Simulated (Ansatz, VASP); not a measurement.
TiBH: VASP beside Ansatz

Contents of INCAR:

```
ALGO = Normal ; EDIFF = 1E-6
EDIFFG = -0.04 ; ENCUT = 600
GGA = PE ; IBRION = 2
ISIF = 3 ; ISMEAR = 0
LASPH = True ; LCHARG = False
LREAL = False ; LWAVE = False
NELM = 80 ; NSW = 90
PREC = Accurate ; SIGMA = 0.1
```

KPOINTS

```
k-points
0
Gamma
  6 6 6
```

File POSCAR:

```
TiBH
1.0
   -2.0439650400      2.1662508900      3.1830060300
    2.0439650400     -2.1662508900      3.1830060300
    2.0439650400      2.1662508900     -3.1830060300
Ti B H
2 2 2
Direct
    0.8739060100      0.1239060100      0.7500000000
    0.1260939900      0.8760939900      0.2500000000
    0.5000000000      0.5000000000      0.5000000000
    0.5000000000      0.0000000000      0.0000000000
    0.0000000000      0.5000000000      0.5000000000
    0.5000000000      0.5000000000      0.0000000000
```

Input for Ansatz:

```yaml
crystal:
  lattice:
    - [-2.04396504, 2.16625089, 3.18300603]
    - [2.04396504, -2.16625089, 3.18300603]
    - [2.04396504, 2.16625089, -3.18300603]
  atoms:
    - { symbol: Ti, position: [0.87390601, 0.12390601, 0.75] }
    - { symbol: Ti, position: [0.12609399, 0.87609399, 0.25] }
    - { symbol: B, position: [0.5, 0.5, 0.5] }
    - { symbol: B, position: [0.5, 0.0, 0.0] }
    - { symbol: H, position: [0.0, 0.5, 0.5] }
    - { symbol: H, position: [0.5, 0.5, 0.0] }
basis:
  ecutwfc: 420
kpoints:
  mp_grid: { grid: [6, 6, 6] }
hamiltonian:
  xc: pbe
scf:
  occupations: { method: gaussian, width: 0.1 }
  lower_state_search: "off"
output:
  forces: true
  stress: true
  eigenvalues: true
relax:
  adjacent_minimum: "off"
  f_tol: 0.04
  max_steps: 70
  cell: { stress_tol: 0.4 }
```

Change from the starting cell: species swapped into the CeRuRh type (Imma, No. 74).

Alike in both runs: task relaxation of cell and atoms; functional PBE; k mesh 6 × 6 × 6; occupations gaussian, width 0.1 eV; no spin polarisation.

|  | VASP | Ansatz |
| --- | --- | --- |
| version | VASP 6.6.1 | Ansatz 0.2.0 |
| potentials or method | VASP PAW PBE potentials, release 64 (Ti_sv, B, H), cutoff 600 eV | scalar-relativistic, plane waves, PAW |
| valence electrons in the cell | 32 | 32 |

|  | VASP | Ansatz | Ansatz less VASP |
| --- | --- | --- | --- |
| gap on the k mesh at the Fermi level, each at its own relaxed structure (eV) | none | none | - |
| relaxed volume (Å³/atom) | 8.44 | 9.16 | +0.722 |
| relaxed cell length with the largest relative difference (Å) | 4.131 | 5.567 | +1.4360 |

A gap of «none» marks a metal or a gap that the smearing closes.
